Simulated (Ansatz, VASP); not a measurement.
**MgO: VASP beside Ansatz**

File INCAR:

```
ALGO = Normal
EDIFF = 1E-7
ENCUT = 520
ISIF = 2
ISMEAR = 0
LASPH = T
LCHARG = F
LREAL = F
LWAVE = F
NBANDS = 26
NELM = 80
PREC = Accurate
SIGMA = 0.05
```

KPOINTS

```
k-points
0
Gamma
  6 6 6
```

Contents of POSCAR:

```
MgO
1.0
    4.1607146133      0.0000000000      0.0000000000
    0.0000000000     -4.1607146133      0.0000000000
    0.0000000000      0.0000000000     -4.1607146133
Mg O
4 4
Direct
   -0.0706985334      1.0706985334      1.0249957062
    0.5000000000      0.5000000000      1.0000000000
    0.5000000000      1.0000000000      0.5000000000
    0.0000000000      0.5000000000      0.5000000000
    0.5000000000      0.0000000000      0.0000000000
    0.0000000000      0.5000000000      0.0000000000
    0.0000000000      0.0000000000      0.5000000000
    0.5000000000      0.5000000000      0.5000000000
```

Input for Ansatz:

```yaml
crystal:
  lattice:
    - [4.1607146133, 0.0, 0.0]
    - [0.0, -4.1607146133, 0.0]
    - [0.0, 0.0, -4.1607146133]
  atoms:
    - { symbol: Mg, position: [-0.0706985334, 1.0706985334, 1.0249957062] }
    - { symbol: Mg, position: [0.5, 0.5, 1.0] }
    - { symbol: Mg, position: [0.5, 1.0, 0.5] }
    - { symbol: Mg, position: [0.0, 0.5, 0.5] }
    - { symbol: O, position: [0.5, 0.0, 0.0] }
    - { symbol: O, position: [0.0, 0.5, 0.0] }
    - { symbol: O, position: [0.0, 0.0, 0.5] }
    - { symbol: O, position: [0.5, 0.5, 0.5] }
basis:
  ecutwfc: 420
kpoints:
  mp_grid: { grid: [6, 6, 6] }
hamiltonian:
  xc: lda
  pseudopotentials: { kind: paw, azcp: { folder: soft_1 } }
scf:
  occupations: { method: gaussian, width: 0.05 }
output:
  forces: true
  stress: true
  eigenvalues: true
```

Alike in both runs: task single point; functional LDA; k mesh 6 × 6 × 6; occupations gaussian, width 0.05 eV; no spin polarisation.

|  | VASP | Ansatz |
| --- | --- | --- |
| version | VASP 6.6.1 | Ansatz 0.2.0 |
| potentials or method | VASP PAW LDA potentials, release 64 (Mg, O), cutoff 520 eV | scalar-relativistic, plane waves, PAW |
| valence electrons in the cell | 32 | 64 |

Ansatz gave:

* gap on the k mesh at the Fermi level (eV): 4.97
* least direct gap on the mesh (eV): 4.97
* pressure (GPa): 5.9
* traceless stress, the component that is largest in VASP (GPa): -4.67
* rms of the force components (eV/Å): 1.215

Task: What did VASP give for the same quantities?

Result: gap on the k mesh at the Fermi level (eV): 4.97; least direct gap on the mesh (eV): 4.97; pressure (GPa): 4.3; traceless stress, the component that is largest in VASP (GPa): -4.88; rms of the force components (eV/Å): 1.255.

Ansatz warns that its potentials were made for another functional, while VASP's fit it. LDA's correlation is that of Perdew and Zunger in VASP and of Perdew and Wang (1992) in Ansatz. Atom by atom the forces differ by 0.042 eV/Å (rms over components). VASP's potentials hold 32 valence electrons a cell and Ansatz's 64, so a difference there can come from the potentials and not from the codes.
